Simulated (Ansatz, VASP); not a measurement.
**TiAl3 in VASP and in Ansatz**

```xyz
4
Lattice="-1.9118 1.9118 4.2813 1.9118 -1.9118 4.2813 1.9118 1.9118 -4.2813" Properties=species:S:1:pos:R:3 pbc="T T T"
Ti    0.0000    0.0000    0.0000
Al    0.0000    0.0000    4.2813
Al    0.0000    1.9118    2.1407
Al    1.9118    0.0000    2.1407
```

Alike in both runs: functional r2SCAN; k mesh 16 × 16 × 16; occupations gaussian, width 0.1 eV; no spin polarisation.

Ansatz relaxed the structure, and its values are those at the end. VASP's run is a single point on that final structure, the one shown.

|  | VASP | Ansatz |
| --- | --- | --- |
| version | VASP 6.6.1 | Ansatz 0.2.0 |
| potentials or method | VASP PAW PBE potentials, release 64 (Ti_sv, Al), cutoff 520 eV | scalar-relativistic, plane waves, PAW |
| valence electrons in the cell | 21 | 21 |

Ansatz gave:

```
gap on the k mesh at the Fermi level (eV) : none
pressure (GPa)                            : 0.0
```

Which values does VASP return?

gap on the k mesh at the Fermi level (eV): none; pressure (GPa): -0.1.

VASP's potentials were made for PBE, not for r2SCAN. A gap of «none» marks a metal or a gap that the smearing closes.
